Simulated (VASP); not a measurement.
# TiO2 (I4_1/amd) in VASP: single point with r2SCAN

Aim: the single point of TiO2 with r2SCAN.

Everything below comes from runs of VASP 6.6.1. Logs are shortened: lines on timing, memory, paths and dates and some standing lists are left out, and cuts for length are marked.

## (1) The cell of the first run

The structure is tetragonal, space group I4_1/amd (No. 141). The conventional cell has a = 3.784 Å, b = 3.784 Å, c = 9.515 Å, α = 90.00°, β = 90.00°, γ = 90.00°. Within 2.6 Å of Ti (site symmetry -4m2) lie 6 O at 1.93 to 1.98 Å. Within 2.6 Å of O (site symmetry 2mm) lie 3 Ti at 1.93 to 1.98 Å and 2 O at 2.47 Å.

## (2) Single point, r2SCAN

Contents of POSCAR:

```
TiO2
1.0
   -1.8921000000      1.8921000000      4.7573000000
    1.8921000000     -1.8921000000      4.7573000000
    1.8921000000      1.8921000000     -4.7573000000
Ti O
2 4
Direct
    0.0000000000      0.0000000000      0.0000000000
    0.7500000000      0.2500000000      0.5000000000
    0.2081618803      0.2081618803      0.0000000000
    0.9581618803      0.4581618803      0.5000000000
    0.5418381197      0.0418381197      0.5000000000
    0.7918381197      0.7918381197      0.0000000000
```

Contents of INCAR.step1:

```
SYSTEM = TiO2
PREC = Accurate ; ENCUT = 520
ISMEAR = 0 ; SIGMA = 0.01
LREAL = .FALSE. ; LASPH = .TRUE.
NELM = 60 ; NBANDS = 33
GGA = PE ; ALGO = Normal
EDIFF = 1E-4 ; LWAVE = .TRUE.
LCHARG = .FALSE.
```

Contents of INCAR.step2:

```
SYSTEM = TiO2
PREC = Accurate ; ENCUT = 520
EDIFF = 1E-6 ; ISMEAR = 0
SIGMA = 0.01 ; LREAL = .FALSE.
LASPH = .TRUE. ; NELM = 60
ALGO = Normal ; ISIF = 2
LWAVE = .FALSE. ; LCHARG = .FALSE.
METAGGA = R2SCAN ; LMIXTAU = .TRUE.
NBANDS = 33 ; ISTART = 1
```

Contents of KPOINTS:

```
regular mesh
0
G
  7 7 7
  0 0 0
```

Potentials or basis: VASP PAW PBE potentials, release 64 (Ti_sv, O).

Launch:

```
cat potpaw_PBE.64/Ti_sv/POTCAR potpaw_PBE.64/O/POTCAR > POTCAR
cp INCAR.step1 INCAR
mpirun -np 1 vasp_std > vasp.out
cp INCAR.step2 INCAR
mpirun -np 1 vasp_std > vasp.out
```

OUTCAR:

```text
SYSTEM = TiO2
   PREC = Accurate
   ENCUT = 520
   EDIFF = 1E-6
   ISMEAR = 0
   LREAL = .FALSE.
   LASPH = .TRUE.
   NELM = 60
   ISIF = 2
   METAGGA = R2SCAN
   ISTART = 1

 ion  position               nearest neighbor table
   1  0.000  0.000  0.000-   5 1.93   4 1.93   5 1.93   4 1.93   3 1.98   6 1.98
   2  0.750  0.250  0.500-   6 1.93   3 1.93   6 1.93   3 1.93   4 1.98   5 1.98
   3  0.208  0.208  0.000-   2 1.93   2 1.93   1 1.98
   4  0.958  0.458  0.500-   1 1.93   1 1.93   2 1.98
   5  0.542  0.042  0.500-   1 1.93   1 1.93   2 1.98
   6  0.792  0.792  0.000-   2 1.93   2 1.93   1 1.98

  LATTYP: Found a body centered tetragonal cell.
 ALAT       =     3.7842000000
 C/A-ratio  =     2.5142962846

  Lattice vectors:

 A1 = (  -1.8921000000,   1.8921000000,   4.7573000000)
 A2 = (   1.8921000000,  -1.8921000000,   4.7573000000)
 A3 = (   1.8921000000,   1.8921000000,  -4.7573000000)

Analysis of symmetry for initial positions (statically):
=====================================================================
 Subroutine PRICEL returns:
 Original cell was already a primitive cell.

 Routine SETGRP: Setting up the symmetry group for a
 body centered tetragonal supercell.

 Subroutine GETGRP returns: Found 16 space group operations
 (whereof  8 operations were pure point group operations)
 out of a pool of 16 trial point group operations.

The static configuration has the point symmetry D_2d.
 The point group associated with its full space group is D_4h.

Analysis of symmetry for dynamics (positions and initial velocities):
=====================================================================
 Subroutine PRICEL returns:
 Original cell was already a primitive cell.

 Routine SETGRP: Setting up the symmetry group for a
 body centered tetragonal supercell.

 Subroutine GETGRP returns: Found 16 space group operations
 (whereof  8 operations were pure point group operations)
 out of a pool of 16 trial point group operations.

The dynamic configuration has the point symmetry D_2d.
 The point group associated with its full space group is D_4h.

 Subroutine INISYM returns: Found 16 space group operations
 (whereof  8 operations are pure point group operations),
 and found     1 'primitive' translations

----------------------------------------------------------------------------------------

                                     Primitive cell

  volume of cell :      68.1253

  direct lattice vectors                    reciprocal lattice vectors
    -1.892100000  1.892100000  4.757300000     0.000000000  0.264256646  0.105101633
     1.892100000 -1.892100000  4.757300000     0.264256646  0.000000000  0.105101633
     1.892100000  1.892100000 -4.757300000     0.264256646  0.264256646  0.000000000

  length of vectors
     5.458203744  5.458203744  5.458203744     0.284390450  0.284390450  0.373715333

  position of ions in fractional coordinates (direct lattice)
     0.000000000  0.000000000  0.000000000
     0.750000000  0.250000000  0.500000000
     0.208161880  0.208161880  0.000000000
     0.958161880  0.458161880  0.500000000
     0.541838120  0.041838120  0.500000000
     0.791838120  0.791838120  0.000000000

  ion indices of the primitive-cell ions
   primitive index   ion index
                 1           1
                 2           2
                 3           3
                 4           4
                 5           5
                 6           6

----------------------------------------------------------------------------------------

 KPOINTS: regular mesh

Automatic generation of k-mesh.
 Grid dimensions read from file:
 generate k-points for:    7    7    7

 Generating k-lattice:

  Cartesian coordinates                     Fractional coordinates (reciprocal lattice)
     0.000000000  0.037750949  0.015014519     0.142857143  0.000000000  0.000000000
     0.037750949  0.000000000  0.015014519     0.000000000  0.142857143  0.000000000
     0.037750949  0.037750949  0.000000000     0.000000000  0.000000000  0.142857143

  Length of vectors
     0.040627207  0.040627207  0.053387905

  Shift w.r.t. Gamma in fractional coordinates (k-lattice)
     0.000000000  0.000000000  0.000000000

 Subroutine IBZKPT returns following result:
 ===========================================

 Found     40 irreducible k-points:

 Following reciprocal coordinates:
            Coordinates               Weight
  0.000000  0.000000  0.000000      1.000000
  0.142857  0.000000  0.000000      8.000000
  0.285714  0.000000  0.000000      8.000000
  0.428571 -0.000000  0.000000      8.000000
  0.142857  0.142857  0.000000      8.000000
  0.285714  0.142857  0.000000     16.000000
[... 16 lines left out ...]
 -0.142857  0.285714  0.142857      8.000000
 -0.428571  0.428571  0.142857      8.000000
 [... further k-points ...]
   k-points           NKPTS =     40   k-points in BZ     NKDIM =     40   number of bands    NBANDS=     33
   number of dos      NEDOS =    301   number of ions     NIONS =      6
   total plane-waves  NPLWV =  74088
   dimension x,y,z NGX =    42 NGY =   42 NGZ =   42
   dimension x,y,z NGXF=    84 NGYF=   84 NGZF=   84
   ions per type =               2   4
   NGX,Y,Z   is equivalent  to a cutoff of  12.79, 12.79, 12.79 a.u.
   NGXF,Y,Z  is equivalent  to a cutoff of  25.58, 25.58, 25.58 a.u.
 SYSTEM =  TiO2
   PREC   = accura    normal or accurate (medium, high low for compatibility)
   ISTART =      1    job   : 0-new  1-cont  2-samecut
   ICHARG =      0    charge: 1-file 2-atom 10-const
   ISPIN  =      1    spin polarized calculation?
   LNONCOLLINEAR =      F non collinear calculations
   LSORBIT =      F    spin-orbit coupling
   LASPH  =      T    aspherical Exc in radial PAW
   ENCUT  =  520.0 eV  38.22 Ry    6.18 a.u.  10.15 10.15 10.15*2*pi/ulx,y,z
   NELM   =     60;   NELMIN=  2; NELMDL=  0     # of ELM steps
   EDIFF  = 0.1E-05   stopping-criterion for ELM
   LREAL  =      F    real-space projection
   EDIFFG = 0.1E-04   stopping-criterion for IOM
   NSW    =      0    number of steps for IOM
   IBRION =     -1    ionic relax: 0-MD 1-quasi-New 2-CG
   NFREE  =      0    steps in history (QN), initial steepest desc. (CG)
   ISIF   =      2    stress and relaxation
   ISYM   =      2    0-nonsym 1-usesym 2-fastsym
   POTIM  = 0.5000    time-step for ionic-motion
   TEBEG  =    0.0;   TEEND  =   0.0 temperature during run
   PSTRESS=    0.0 pullay stress
   NELECT =      48.0000    total number of electrons
   NUPDOWN=      -1.0000    fix difference up-down
   EMIN   =  10.00;   EMAX   =-10.00  energy-range for DOS
   EFERMI =   0.00;   METHOD = LEGACY
   ISMEAR =     0;   SIGMA  =   0.01  broadening in eV -4-tet -1-fermi 0-gaus
   EFERMI_NEDOS =   21; number of points for ismear=-14 and -15
   IALGO  =     38    algorithm
   IMIX   =      4    mixing-type and parameters
     AMIX     =   0.40;   BMIX     =  1.00
     AMIX_MAG =   1.60;   BMIX_MAG =  1.00
  volume/ion in A,a.u.               =      11.35        76.62
  Fermi-wavevector in a.u.,A,eV,Ry     =   1.456752  2.752862 28.873289  2.122127
  Thomas-Fermi vector in A             =   2.573634
   LORBIT       =      0    0 simple, 1 ext, 2 COOP (PROOUT), +10 PAW based schemes
   METAGGA = R2SCAN    functional components
   LHFCALC =     F    Hartree Fock is set to
   AEXX    =    0.0000 exact exchange contribution
   IVDW    =     0    specifies the selected vdW correction
   LEPSILON=     F    determine dielectric tensor
   LRPA    =     F    only Hartree local field effects (RPA)
 non-spin polarized calculation
 Gauss-broadening in eV      SIGMA  =   0.01
  energy-cutoff  :      520.00
  volume of cell :       68.13
 maximum number of plane-waves:      1850
 NGX is ok and might be reduce to    42
   NGX = 21   NGY = 21   NGZ = 21

 number of electron      47.9999989 magnetization

 Free energy of the ion-electron system (eV)
  ---------------------------------------------------
  ext. energy  EPLUGINS =         0.00000000
  ---------------------------------------------------
  free energy    TOTEN  =       -69.85567810 eV

  energy without entropy =      -69.85567810  energy(sigma->0) =      -69.85567810

 E-fermi :   3.1480     XC(G=0): -11.4700

 val. band max:        3.0616759226   @ k =  -0.4286   0.4286   0.0000
 cond. band min:       5.5822161689   @ k =   0.0000   0.0000   0.0000
 fundamental gap:      2.5205402463
 Fermi energy:         3.1480057582

 k-point     1 :       0.0000    0.0000    0.0000
  band No.  band energies     occupation
      1     -55.5340      2.00000
      2     -55.4724      2.00000
      3     -30.9575      2.00000
      4     -30.7052      2.00000
      5     -30.7052      2.00000
      6     -30.6329      2.00000
[... 25 lines left out ...]
     32       8.6942      0.00000
     33       8.7119      0.00000

 k-point     2 :       0.1429    0.0000    0.0000
  band No.  band energies     occupation
      1     -55.5313      2.00000
      2     -55.4742      2.00000
      3     -30.9524      2.00000
      4     -30.7334      2.00000
      5     -30.7070      2.00000
      6     -30.6442      2.00000
[... 25 lines left out ...]
     32       8.9077      0.00000
     33       9.2420      0.00000

 k-point     3 :       0.2857    0.0000    0.0000
  band No.  band energies     occupation
      1     -55.5244      2.00000
      2     -55.4791      2.00000
      3     -30.9415      2.00000
      4     -30.7932      2.00000
      5     -30.7106      2.00000
      6     -30.6644      2.00000
[... 25 lines left out ...]
     32       9.2983      0.00000
     33       9.7791      0.00000

 k-point     4 :       0.4286   -0.0000    0.0000
  band No.  band energies     occupation
      1     -55.5174      2.00000
      2     -55.4844      2.00000
      3     -30.9321      2.00000
      4     -30.8419      2.00000
      5     -30.7131      2.00000
      6     -30.6734      2.00000
[... 673 lines left out ...]
     32       9.9970      0.00000
     33      10.2433      0.00000

 k-point    23 :      -0.1429    0.2857    0.1429
  band No.  band energies     occupation
      1     -55.5194      2.00000
      2     -55.4824      2.00000
      3     -30.9464      2.00000
      4     -30.8273      2.00000
      5     -30.7114      2.00000
      6     -30.6853      2.00000
[... 25 lines left out ...]
     32       9.4326      0.00000
     33      10.1435      0.00000

 k-point    24 :      -0.4286    0.4286    0.1429
  band No.  band energies     occupation
      1     -55.5056      2.00000
      2     -55.4932      2.00000
      3     -30.9198      2.00000
      4     -30.8754      2.00000
      5     -30.7511      2.00000
      6     -30.7344      2.00000
[... 25 lines left out ...]
     32       9.8809      0.00000
     33      10.8916      0.00000

 [... further k-points ...]

------------------------ aborting loop because EDIFF is reached ----------------------------------------

  FORCE on cell =-STRESS in cart. coord.  units (eV):
  Direction    XX          YY          ZZ          XY          YZ          ZX
  --------------------------------------------------------------------------------------
  -------------------------------------------------------------------------------------
  Total        0.6396699      0.6396699      0.9140355      0.0000000      0.0000000      0.0000000
  in kB       15.0438081     15.0438081     21.4963610      0.0000000      0.0000000      0.0000000
  external PRESSURE =      17.1946591 kB  Pullay stress =       0.0000000 kB

 VOLUME and BASIS-vectors are now :
 -----------------------------------------------------------------------------
  energy-cutoff  :      520.00
  volume of cell :       68.13
      direct lattice vectors                 reciprocal lattice vectors
    -1.892100000  1.892100000  4.757300000     0.000000000  0.264256646  0.105101633
     1.892100000 -1.892100000  4.757300000     0.264256646  0.000000000  0.105101633
     1.892100000  1.892100000 -4.757300000     0.264256646  0.264256646  0.000000000

 POSITION                                       TOTAL-FORCE (eV/Angst)
 -----------------------------------------------------------------------------------
      0.00000      0.00000      0.00000        -0.000000     -0.000000     -0.000000
      0.00000      1.89210      2.37865        -0.000000     -0.000000     -0.000000
      0.00000      0.00000      1.98058         0.000000     -0.000000      0.028576
      0.00000      1.89210      4.35923        -0.000000      0.000000      0.028576
      0.00000      1.89210      0.39807        -0.000000      0.000000     -0.028576
      0.00000      0.00000      7.53402         0.000000     -0.000000     -0.028576
 -----------------------------------------------------------------------------------
    total drift:                                0.000000      0.000000     -0.000000

  FREE ENERGIE OF THE ION-ELECTRON SYSTEM (eV)
  ---------------------------------------------------
  free  energy   TOTEN  =       -69.8556780978 eV

  energy  without entropy=      -69.8556780978  energy(sigma->0) =      -69.85567810
```

Wall time 7.8 min (1 thread of Intel Xeon Platinum 8488C (Sapphire Rapids), shared host); peak memory 0.28 GiB.

What came out:

| Property | Result |
| --- | --- |
| Free energy | -69.8557 eV |
| Pressure | 1.7 GPa |
| Largest force | 0.029 eV/Å |
| Band gap on the k mesh | 2.52 eV, indirect (least direct gap 2.89 eV) |

Forces on the atoms (eV/Å):
```
Ti   0.000  0.000  0.000
Ti   0.000  0.000  0.000
O    0.000  0.000  0.029
O    0.000  0.000  0.029
O    0.000  0.000 -0.029
O    0.000  0.000 -0.029
```

Levels at points of the mesh, in eV from the valence-band top:
```tsv
k point	band 20	band 21	band 22	band 23	band 24	band 25	band 26	band 27	band 28	band 29
(0.00, 0.00, 0.00)	-0.83	-0.79	-0.79	-0.50	-0.50	2.52	3.27	4.40	4.40	4.43
```

Caveat: the PAW data sets were made with another functional, which shifts forces and pressure a little.
